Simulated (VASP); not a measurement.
Input of a VASP 6.6.1 run:

INCAR

```
SYSTEM = Be
ALGO = Normal
EDIFF = 1E-6
ENCUT = 520
GGA = PE
ISIF = 2
ISMEAR = -1
LASPH = .TRUE.
LCHARG = .TRUE.
LELF = .TRUE.
LREAL = .FALSE.
LVHAR = .TRUE.
LWAVE = .FALSE.
NBANDS = 9
NELM = 60
PREC = Accurate
SIGMA = 1.0
```

Contents of KPOINTS:

```
k-points
0
G
  16 16 9
  0 0 0
```

POSCAR

```
Be
1.0
    2.2656737714      0.0000000000      0.0000000000
   -1.1328368857      1.9621310427      0.0000000000
    0.0000000000      0.0000000000      3.5587036811
Be
2
Direct
    0.3333333333      0.6666666667      0.2500000000
    0.6666666667      0.3333333333      0.7500000000
```

Potentials or basis: VASP PAW PBE potentials, release 64 (Be).

Command:

```console
$ cat potpaw_PBE.64/Be/POTCAR > POTCAR
$ mpirun -np 1 vasp_std > vasp.out
```

Task: What does it give for the band gap on the k mesh?

Result: Zero (band 2 reaches 7.94 eV, above the bottom of band 3 at 6.35 eV).

Task: Predict the pressure.

Result: 6.2 GPa.

Stress tensor (GPa, compression positive):
```
5.04 0.00 0.00
0.00 5.04 0.00
0.00 0.00 8.63
```
